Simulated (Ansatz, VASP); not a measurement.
## One calculation of Sb, two programs

File INCAR:

```
SYSTEM = Sb
PREC     = Accurate       ! precision mode
ENCUT    = 520            ! plane-wave cutoff, eV
EDIFF    = 1E-6           ! SCF threshold, eV
ISMEAR   = -1             ! smearing method
SIGMA    = 0.1            ! smearing width, eV
LREAL    = .False.        ! projectors in reciprocal space
LASPH    = .True.         ! aspherical terms in the spheres
NELM     = 60             ! most SCF steps
ALGO     = Normal         ! electronic algorithm
ISIF     = 2              ! what is computed and relaxed
LWAVE    = .False.        ! write WAVECAR
LCHARG   = .True.         ! write CHGCAR
GGA      = PE             ! functional
LELF     = .True.         ! ELF
LVHAR    = .True.       
NBANDS   = 12             ! bands
```

The input KPOINTS:

```
regular mesh
0
Gamma
  9 9 9
  0 0 0
```

POSCAR

```
Sb
1.0
    0.0000000000      3.5445125805      3.5445125805
    3.5445125805      0.0000000000      3.5445125805
    3.5445125805      3.5445125805      0.0000000000
Sb
2
Direct
    0.1250000000      0.1250000000      0.1250000000
    0.8750000000      0.8750000000      0.8750000000
```

Input for Ansatz:

```yaml
crystal:
  lattice:
    - [0.0, 3.5445125805, 3.5445125805]
    - [3.5445125805, 0.0, 3.5445125805]
    - [3.5445125805, 3.5445125805, 0.0]
  atoms:
    - { symbol: Sb, position: [0.125, 0.125, 0.125] }
    - { symbol: Sb, position: [0.875, 0.875, 0.875] }
hamiltonian:
  xc: pbe
  pseudopotentials:
    kind: paw
    azcp:
      Sb: "pseudopotentials/Sb.paw.azcp"
basis:
  ecutwfc: 420
  fft_grid_basis: typed
kpoints:
  mp_grid: { grid: [9, 9, 9], shift: [0, 0, 0] }
magnetization:
  spin_polarized: false
scf:
  occupations: { method: fermi_dirac, width: 0.1 }
  lower_state_search: "off"
output:
  stress: true
```

Alike in both runs: task single point; functional PBE; k mesh 9 × 9 × 9; occupations fermi-dirac, width 0.1 eV; no spin polarisation.

|  | VASP | Ansatz |
| --- | --- | --- |
| version | VASP 6.6.1 | Ansatz 0.2.0 |
| potentials or method | VASP PAW PBE potentials, release 64 (Sb), cutoff 520 eV | plane waves (420 eV) with PAW, scalar-relativistic |
| valence electrons in the cell | 10 | 30 |

```csv
,VASP,Ansatz,Ansatz less VASP
pressure (GPa),-1.2,-1.2,0.00
```

VASP's potentials hold 10 valence electrons a cell and Ansatz's 30, so a difference there can come from the potentials and not from the codes.

Neither program's run includes spin-orbit coupling.
